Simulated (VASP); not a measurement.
Runs of VASP 6.6.1 on Al2O3. The cell holds an amorphous packing of atoms, 20 atoms: a = 5.710 Å, b = 5.811 Å, c = 5.709 Å, α = 87.23°, β = 90.04°, γ = 89.73°. 

| smearing | gap on the mesh (eV) | pressure (GPa) | largest force (eV/Å) |
| --- | --- | --- | --- |
| fermi-dirac 0.2232 eV | 3.17 | 6.2 | 8.43 |
| fermi-dirac 0.1241 eV | 3.78 | 2.1 | 4.81 |
| fermi-dirac 0.3102 eV | (a) | 11.8 | 6.28 |
| fermi-dirac 0.05 eV | (b) | -3.5 | 2.32 |

Alike in all rows: task single point; level PBE; potentials or basis VASP PAW PBE potentials, release 64 (Al, O); no spin polarisation; cell as given; k mesh 1 × 1 × 1; cutoff (eV) 520.

Question: Estimate the missing entries.

Answer: (a) 1.55; (b) 4.31.

Caveats: all runs use coarse meshes.

A k mesh can miss the band edges.
